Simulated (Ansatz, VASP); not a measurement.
## Two plane-wave programs on Li2H

The input INCAR:

```
SYSTEM = Li2H
PREC     = Accurate       ! precision mode
ENCUT    = 600            ! plane-wave cutoff, eV
EDIFF    = 1E-6           ! SCF threshold, eV
ISMEAR   = 0              ! smearing method
SIGMA    = 0.1            ! smearing width, eV
LREAL    = .False.        ! projectors in reciprocal space
LASPH    = .True.         ! aspherical terms in the spheres
NELM     = 60             ! most SCF steps
ALGO     = Fast           ! electronic algorithm
ISIF     = 3              ! what is computed and relaxed
LWAVE    = .False.        ! write WAVECAR
LCHARG   = .False.        ! write CHGCAR
GGA      = PE             ! functional
IBRION   = 2              ! ionic algorithm
NSW      = 100            ! ionic steps
EDIFFG   = -0.01          ! ionic threshold
```

The input KPOINTS:

```
Automatic mesh
0
Gamma
  14 10 6
  0 0 0
```

File POSCAR:

```
Li2H
1.0
    2.8356783591      0.0000000000      0.0000000000
    0.0000000000      4.1542273734      0.0000000000
    0.0000000000      0.0000000000      5.9881061380
Li H
4 2
Direct
    0.5000000000      0.0000000000      0.3940519421
    0.0000000000      0.5000000000      0.1473092313
    0.5000000000      0.0000000000      0.8526907687
    0.0000000000      0.5000000000      0.6059480579
    0.5000000000      0.5000000000      0.3906119803
    0.0000000000      0.0000000000      0.6093880197
```

Input for Ansatz:

```yaml
crystal:
  lattice:
    - [2.8356783591, 0.0, 0.0]
    - [0.0, 4.1542273734, 0.0]
    - [0.0, 0.0, 5.988106138]
  atoms:
    - { symbol: Li, position: [0.5, 0.0, 0.3940519421] }
    - { symbol: Li, position: [0.0, 0.5, 0.1473092313] }
    - { symbol: Li, position: [0.5, 0.0, 0.8526907687] }
    - { symbol: Li, position: [0.0, 0.5, 0.6059480579] }
    - { symbol: H, position: [0.5, 0.5, 0.3906119803] }
    - { symbol: H, position: [0.0, 0.0, 0.6093880197] }
basis:
  ecutwfc: 420
kpoints:
  mp_grid: { grid: [14, 10, 6] }
hamiltonian:
  xc: pbe
scf:
  occupations: { method: gaussian, width: 0.1 }
output:
  forces: true
  stress: true
  eigenvalues: true
relax:
  adjacent_minimum: "off"
  f_tol: 0.01
  max_steps: 80
  cell: { stress_tol: 0.05 }
```

Change from the starting cell: the structure that the rattled cell fell into.

Alike in both runs: task relaxation of cell and atoms; functional PBE; k mesh 14 × 10 × 6; occupations gaussian, width 0.1 eV; no spin polarisation.

```csv
,VASP,Ansatz
version,VASP 6.6.1,Ansatz 0.2.0
potentials or method,"VASP PAW PBE potentials, release 64 (Li_sv, H), cutoff 600 eV","scalar-relativistic, plane waves, PAW"
valence electrons in the cell,14,14
```

```tsv
	VASP	Ansatz	Ansatz less VASP
gap on the k mesh at the Fermi level, each at its own relaxed structure (eV)	none	none	-
relaxed volume (Å³/atom)	11.69	11.76	+0.070
relaxed length of the cell vector where the two differ most in proportion (Å)	4.154	4.177	+0.0235
```

A gap of «none» marks a metal or a gap that the smearing closes.

Noted on VASP's run: the cutoff is under 1.25 times that of the potentials, so the pressure is a little rough.
